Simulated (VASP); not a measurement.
# Ti3O4 (I4/mmm) in VASP: single point with r2SCAN

Aim: the single point of Ti3O4 with r2SCAN.

Program: VASP 6.6.1. These are calculated values, not measurements. Logs are shortened: lines on timing, memory, paths and dates and some standing lists are left out, and cuts for length are marked.

## 1. The cell of the first run

Symmetry: I4/mmm, No. 139, tetragonal system. The conventional cell has a = 4.044 Å, b = 4.044 Å, c = 7.976 Å, α = 90.00°, β = 90.00°, γ = 90.00°. Within 2.6 Å of Ti (site symmetry -4m2) lie 6 O at 1.99 to 2.02 Å. Within 2.7 Å of Ti (site symmetry 4/mmm) lie 6 O at 2.02 to 2.07 Å. O (site symmetry mmm) has 4 Ti at 1.99 to 2.02 Å within 2.6 Å. O (site symmetry 4mm) has 5 Ti at 2.02 to 2.07 Å within 2.7 Å.

## 2. Single point, r2SCAN (volume scaled by 0.94, then relaxed in part)

Input file POSCAR:

```
Ti3O4
1.0
   -2.0220209297      2.0220209297      3.9881394783
    2.0220209297     -2.0220209297      3.9881394783
    2.0220209297      2.0220209297     -3.9881394783
Ti O
3 4
Direct
    0.2500000000      0.7500000000      0.5000000000
    0.5000000000      0.5000000000      0.0000000000
    0.7500000000      0.2500000000      0.5000000000
    0.0000000000      0.5000000000      0.5000000000
    0.2401216317      0.2401216317      0.0000000000
    0.5000000000      0.0000000000      0.5000000000
    0.7598783683      0.7598783683      0.0000000000
```

Input file INCAR.step1:

```
SYSTEM = Ti3O4
ALGO     = Normal         ! electronic algorithm
EDIFF    = 1E-4           ! SCF threshold, eV
ENCUT    = 520            ! plane-wave cutoff, eV
GGA      = PE             ! functional
ISMEAR   = 0              ! smearing method
LASPH    = .True.         ! aspherical terms in the spheres
LCHARG   = .False.        ! write CHGCAR
LREAL    = .False.        ! projectors in reciprocal space
LWAVE    = .True.         ! write WAVECAR
NBANDS   = 39             ! bands
NELM     = 60             ! most SCF steps
PREC     = Accurate       ! precision mode
SIGMA    = 0.1            ! smearing width, eV
```

Input file INCAR.step2:

```
SYSTEM = Ti3O4
ALGO     = Normal         ! electronic algorithm
EDIFF    = 1E-6           ! SCF threshold, eV
ENCUT    = 520            ! plane-wave cutoff, eV
ISIF     = 2              ! what is computed and relaxed
ISMEAR   = 0              ! smearing method
ISTART   = 1            
LASPH    = .True.         ! aspherical terms in the spheres
LCHARG   = .False.        ! write CHGCAR
LMIXTAU  = .True.       
LREAL    = .False.        ! projectors in reciprocal space
LWAVE    = .False.        ! write WAVECAR
METAGGA  = R2SCAN         ! meta-GGA
NBANDS   = 39             ! bands
NELM     = 60             ! most SCF steps
PREC     = Accurate       ! precision mode
SIGMA    = 0.1            ! smearing width, eV
```

Input file KPOINTS:

```
k-points
0
Gamma
  12 12 12
  0 0 0
```

Potentials or basis: VASP PAW PBE potentials, release 64 (Ti_sv, O).

Run with:

```sh
$ cat potpaw_PBE.64/Ti_sv/POTCAR potpaw_PBE.64/O/POTCAR > POTCAR
$ cp INCAR.step1 INCAR
$ mpirun -np 1 vasp_std > vasp.out
$ cp INCAR.step2 INCAR
$ mpirun -np 1 vasp_std > vasp.out
```

OUTCAR:

```text
SYSTEM = Ti3O4
   EDIFF = 1E-6
   ENCUT = 520
   ISIF = 2
   ISMEAR = 0
   ISTART = 1
   LASPH = .True.
   LREAL = .False.
   METAGGA = R2SCAN
   NELM = 60
   PREC = Accurate

 ion  position               nearest neighbor table
   1  0.250  0.750  0.500-   4 1.99   6 1.99   5 2.02   7 2.02   7 2.02   5 2.02   2 2.84   2 2.84
                             2 2.84   2 2.84   3 2.86   3 2.86   3 2.86   3 2.86
   2  0.500  0.500  0.000-   4 2.02   6 2.02   6 2.02   4 2.02   5 2.07   7 2.07   1 2.84   3 2.84
                             1 2.84   3 2.84   1 2.84   1 2.84   3 2.84   3 2.84
   3  0.750  0.250  0.500-   4 1.99   6 1.99   5 2.02   7 2.02   7 2.02   5 2.02   2 2.84   2 2.84
                             2 2.84   2 2.84   1 2.86   1 2.86   1 2.86   1 2.86
   4  0.000  0.500  0.500-   1 1.99   3 1.99   2 2.02   2 2.02
   5  0.240  0.240  0.000-   3 2.02   1 2.02   1 2.02   3 2.02   2 2.07
   6  0.500  0.000  0.500-   1 1.99   3 1.99   2 2.02   2 2.02
   7  0.760  0.760  0.000-   1 2.02   3 2.02   3 2.02   1 2.02   2 2.07

  LATTYP: Found a body centered tetragonal cell.
 ALAT       =     4.0440418594
 C/A-ratio  =     1.9723532134

  Lattice vectors:

 A1 = (  -2.0220209297,   2.0220209297,   3.9881394783)
 A2 = (   2.0220209297,  -2.0220209297,   3.9881394783)
 A3 = (   2.0220209297,   2.0220209297,  -3.9881394783)

Analysis of symmetry for initial positions (statically):
=====================================================================
 Subroutine PRICEL returns:
 Original cell was already a primitive cell.

 Routine SETGRP: Setting up the symmetry group for a
 body centered tetragonal supercell.

 Subroutine GETGRP returns: Found 16 space group operations
 (whereof 16 operations were pure point group operations)
 out of a pool of 16 trial point group operations.

The static configuration has the point symmetry D_4h.

Analysis of symmetry for dynamics (positions and initial velocities):
=====================================================================
 Subroutine PRICEL returns:
 Original cell was already a primitive cell.

 Routine SETGRP: Setting up the symmetry group for a
 body centered tetragonal supercell.

 Subroutine GETGRP returns: Found 16 space group operations
 (whereof 16 operations were pure point group operations)
 out of a pool of 16 trial point group operations.

The dynamic configuration has the point symmetry D_4h.

 Subroutine INISYM returns: Found 16 space group operations
 (whereof 16 operations are pure point group operations),
 and found     1 'primitive' translations

----------------------------------------------------------------------------------------

                                     Primitive cell

  volume of cell :      65.2231

  direct lattice vectors                    reciprocal lattice vectors
    -2.022020930  2.022020930  3.988139478     0.000000000  0.247277361  0.125371744
     2.022020930 -2.022020930  3.988139478     0.247277361  0.000000000  0.125371744
     2.022020930  2.022020930 -3.988139478     0.247277361  0.247277361  0.000000000

  length of vectors
     4.907381560  4.907381560  4.907381560     0.277243877  0.277243877  0.349702998

  position of ions in fractional coordinates (direct lattice)
     0.250000000  0.750000000  0.500000000
     0.500000000  0.500000000  0.000000000
     0.750000000  0.250000000  0.500000000
     0.000000000  0.500000000  0.500000000
     0.240121632  0.240121632  0.000000000
     0.500000000  0.000000000  0.500000000
     0.759878368  0.759878368  0.000000000

  ion indices of the primitive-cell ions
   primitive index   ion index
                 1           1
                 2           2
                 3           3
                 4           4
                 5           5
                 6           6
                 7           7

----------------------------------------------------------------------------------------

 KPOINTS: k-points

Automatic generation of k-mesh.
 Grid dimensions read from file:
 generate k-points for:   12   12   12

 Generating k-lattice:

  Cartesian coordinates                     Fractional coordinates (reciprocal lattice)
     0.000000000  0.020606447  0.010447645     0.083333333  0.000000000 -0.000000000
     0.020606447  0.000000000  0.010447645     0.000000000  0.083333333 -0.000000000
     0.020606447  0.020606447  0.000000000     0.000000000  0.000000000  0.083333333

  Length of vectors
     0.023103656  0.023103656  0.029141917

  Shift w.r.t. Gamma in fractional coordinates (k-lattice)
     0.000000000  0.000000000  0.000000000

 Subroutine IBZKPT returns following result:
 ===========================================

 Found    163 irreducible k-points:

 Following reciprocal coordinates:
            Coordinates               Weight
  0.000000  0.000000  0.000000      1.000000
  0.083333 -0.000000  0.000000      8.000000
  0.166667 -0.000000  0.000000      8.000000
  0.250000 -0.000000  0.000000      8.000000
  0.333333 -0.000000  0.000000      8.000000
  0.416667  0.000000  0.000000      8.000000
[... 16 lines left out ...]
  0.500000  0.166667  0.000000     16.000000
 -0.416667  0.166667 -0.000000     16.000000
 [... further k-points ...]
   k-points           NKPTS =    163   k-points in BZ     NKDIM =    163   number of bands    NBANDS=     39
   number of dos      NEDOS =    301   number of ions     NIONS =      7
   total plane-waves  NPLWV =  46656
   dimension x,y,z NGX =    36 NGY =   36 NGZ =   36
   dimension x,y,z NGXF=    72 NGYF=   72 NGZF=   72
   ions per type =               3   4
   NGX,Y,Z   is equivalent  to a cutoff of  12.20, 12.20, 12.20 a.u.
   NGXF,Y,Z  is equivalent  to a cutoff of  24.39, 24.39, 24.39 a.u.
 SYSTEM =  Ti3O4
   PREC   = accura    normal or accurate (medium, high low for compatibility)
   ISTART =      1    job   : 0-new  1-cont  2-samecut
   ICHARG =      0    charge: 1-file 2-atom 10-const
   ISPIN  =      1    spin polarized calculation?
   LNONCOLLINEAR =      F non collinear calculations
   LSORBIT =      F    spin-orbit coupling
   LASPH  =      T    aspherical Exc in radial PAW
   ENCUT  =  520.0 eV  38.22 Ry    6.18 a.u.   9.12  9.12  9.12*2*pi/ulx,y,z
   NELM   =     60;   NELMIN=  2; NELMDL=  0     # of ELM steps
   EDIFF  = 0.1E-05   stopping-criterion for ELM
   LREAL  =      F    real-space projection
   EDIFFG = 0.1E-04   stopping-criterion for IOM
   NSW    =      0    number of steps for IOM
   IBRION =     -1    ionic relax: 0-MD 1-quasi-New 2-CG
   NFREE  =      0    steps in history (QN), initial steepest desc. (CG)
   ISIF   =      2    stress and relaxation
   ISYM   =      2    0-nonsym 1-usesym 2-fastsym
   POTIM  = 0.5000    time-step for ionic-motion
   TEBEG  =    0.0;   TEEND  =   0.0 temperature during run
   PSTRESS=    0.0 pullay stress
   NELECT =      60.0000    total number of electrons
   NUPDOWN=      -1.0000    fix difference up-down
   EMIN   =  10.00;   EMAX   =-10.00  energy-range for DOS
   EFERMI =   0.00;   METHOD = LEGACY
   ISMEAR =     0;   SIGMA  =   0.10  broadening in eV -4-tet -1-fermi 0-gaus
   EFERMI_NEDOS =   21; number of points for ismear=-14 and -15
   IALGO  =     38    algorithm
   IMIX   =      4    mixing-type and parameters
     AMIX     =   0.40;   BMIX     =  1.00
     AMIX_MAG =   1.60;   BMIX_MAG =  1.00
  volume/ion in A,a.u.               =       9.32        62.88
  Fermi-wavevector in a.u.,A,eV,Ry     =   1.592177  3.008778 34.491149  2.535028
  Thomas-Fermi vector in A             =   2.690603
   LORBIT       =      0    0 simple, 1 ext, 2 COOP (PROOUT), +10 PAW based schemes
   METAGGA = R2SCAN    functional components
   LHFCALC =     F    Hartree Fock is set to
   AEXX    =    0.0000 exact exchange contribution
   IVDW    =     0    specifies the selected vdW correction
   LEPSILON=     F    determine dielectric tensor
   LRPA    =     F    only Hartree local field effects (RPA)
 non-spin polarized calculation
 Gauss-broadening in eV      SIGMA  =   0.10
  energy-cutoff  :      520.00
  volume of cell :       65.22
 maximum number of plane-waves:      1794
   NGX = 19   NGY = 19   NGZ = 19

 number of electron      59.9999995 magnetization

 Free energy of the ion-electron system (eV)
  ---------------------------------------------------
  ext. energy  EPLUGINS =         0.00000000
  ---------------------------------------------------
  free energy    TOTEN  =       -83.69700672 eV

  energy without entropy =      -83.68561087  energy(sigma->0) =      -83.69130880

 E-fermi :  10.7336     XC(G=0): -13.3600

 val. band max:       10.7245210122   @ k =   0.3333   0.0833   0.0000
 cond. band min:      10.7411258791   @ k =  -0.2500   0.4167   0.1667
 fundamental gap:      0.0166048668
 Fermi energy:        10.7336219797

 k-point     1 :       0.0000    0.0000    0.0000
  band No.  band energies     occupation
      1     -49.9348      2.00000
      2     -49.7857      2.00000
      3     -49.6359      2.00000
      4     -25.4175      2.00000
      5     -25.3901      2.00000
      6     -25.3901      2.00000
[... 31 lines left out ...]
     38      12.6277      0.00000
     39      12.9144      0.00000

 k-point     2 :       0.0833   -0.0000    0.0000
  band No.  band energies     occupation
      1     -49.9315      2.00000
      2     -49.7877      2.00000
      3     -49.6370      2.00000
      4     -25.4379      2.00000
      5     -25.3852      2.00000
      6     -25.3692      2.00000
[... 31 lines left out ...]
     38      12.6639      0.00000
     39      13.0272      0.00000

 k-point     3 :       0.1667   -0.0000    0.0000
  band No.  band energies     occupation
      1     -49.9222      2.00000
      2     -49.7935      2.00000
      3     -49.6401      2.00000
      4     -25.4600      2.00000
      5     -25.3709      2.00000
      6     -25.3573      2.00000
[... 832 lines left out ...]
 k-point    23 :       0.5000    0.1667    0.0000
  band No.  band energies     occupation
      1     -49.8524      2.00000
      2     -49.8441      2.00000
      3     -49.6563      2.00000
      4     -25.5598      2.00000
      5     -25.4790      2.00000
      6     -25.4294      2.00000
[... 31 lines left out ...]
     38      13.3882      0.00000
     39      13.8607      0.00000

 k-point    24 :      -0.4167    0.1667   -0.0000
  band No.  band energies     occupation
      1     -49.8688      2.00000
      2     -49.8310      2.00000
      3     -49.6532      2.00000
      4     -25.5793      2.00000
      5     -25.4630      2.00000
      6     -25.4023      2.00000
[... 31 lines left out ...]
     38      13.1515      0.00000
     39      13.9880      0.00000

 [... further k-points ...]
[... 5 lines left out ...]
  --------------------------------------------------------------------------------------
  -------------------------------------------------------------------------------------
  Total        7.4292488      7.4292488      7.4981453      0.0000000     -0.0000000     -0.0000000
  in kB      182.4962147    182.4962147    184.1886280      0.0000000     -0.0000000     -0.0000000
  external PRESSURE =     183.0603525 kB  Pullay stress =       0.0000000 kB

 VOLUME and BASIS-vectors are now :
 -----------------------------------------------------------------------------
  energy-cutoff  :      520.00
  volume of cell :       65.22
      direct lattice vectors                 reciprocal lattice vectors
    -2.022020930  2.022020930  3.988139478     0.000000000  0.247277361  0.125371744
     2.022020930 -2.022020930  3.988139478     0.247277361  0.000000000  0.125371744
     2.022020930  2.022020930 -3.988139478     0.247277361  0.247277361  0.000000000

 POSITION                                       TOTAL-FORCE (eV/Angst)
 -----------------------------------------------------------------------------------
      2.02202      0.00000      1.99407        -0.000000     -0.000000     -0.000000
      0.00000      0.00000      3.98814        -0.000000     -0.000000      0.000000
      0.00000      2.02202      1.99407        -0.000000     -0.000000     -0.000000
      2.02202      0.00000      0.00000        -0.000000     -0.000000      0.000000
      0.00000      0.00000      1.91528         0.000000      0.000000     -0.070125
      0.00000      2.02202      0.00000        -0.000000     -0.000000      0.000000
      0.00000      0.00000      6.06100        -0.000000     -0.000000      0.070125
 -----------------------------------------------------------------------------------
    total drift:                                0.000000      0.000000     -0.000000

  FREE ENERGIE OF THE ION-ELECTRON SYSTEM (eV)
  ---------------------------------------------------
  free  energy   TOTEN  =       -83.6970067209 eV

  energy  without entropy=      -83.6856108692  energy(sigma->0) =      -83.69130880
```

Wall time 13 min (1 thread of Intel Xeon 6975P-C (Granite Rapids), shared host); peak memory 0.44 GiB.

What came out:

- Free energy: -83.6970 eV
- Pressure: 18.3 GPa
- Largest force: 0.070 eV/Å
- Band gap on the k mesh: zero (band 30 reaches 11.83 eV, above the bottom of band 31 at 8.03 eV)

Forces in eV/Å, atoms in the order of the input:
```
Ti   0.000  0.000  0.000
Ti   0.000  0.000  0.000
Ti   0.000  0.000  0.000
O    0.000  0.000  0.000
O    0.000  0.000 -0.070
O    0.000  0.000  0.000
O    0.000  0.000  0.070
```

Caveat: the PAW data sets were made with another functional, which shifts forces and pressure a little; semilocal functionals often make such compounds metallic where correlation or magnetic order opens a gap, which also shifts bond lengths.
